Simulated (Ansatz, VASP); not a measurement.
## Ni in VASP and in Ansatz

```
CELL_PARAMETERS angstrom
0.00000 1.84005 1.84005
1.84005 0.00000 1.84005
1.84005 1.84005 0.00000
ATOMIC_POSITIONS crystal
Ni 0.00000 0.00000 0.00000
```

Alike in both runs: task single point; functional revPBE; k mesh 25 × 25 × 25; occupations fermi-dirac, width 0.05 eV; collinear spin.

```csv
,VASP,Ansatz
version,VASP 6.6.1,Ansatz 0.2.0
potentials or method,"VASP PAW PBE potentials, release 64 (Ni), cutoff 520 eV","plane waves (420 eV) with PAW, scalar-relativistic"
valence electrons in the cell,10,18
```

VASP gave:

```
pressure (GPa)                                                : -15.4
net moment per atom (μB)                                      : 0.67
size of the moment on the site where the two differ most (μB) : 0.70
```

Question: What did Ansatz give for the same quantities?

Answer: Pressure (GPa): -15.8; net moment per atom (μB): 0.69; size of the moment on the site where the two differ most (μB): 0.74.

VASP's potentials were made for PBE, not for revPBE. Site moments also hang on the region over which each program counts them. The functional is the same, so the differences come from potentials, cutoffs and numerics. VASP's potentials hold 10 valence electrons a cell and Ansatz's 18, so a difference there can come from the potentials and not from the codes.
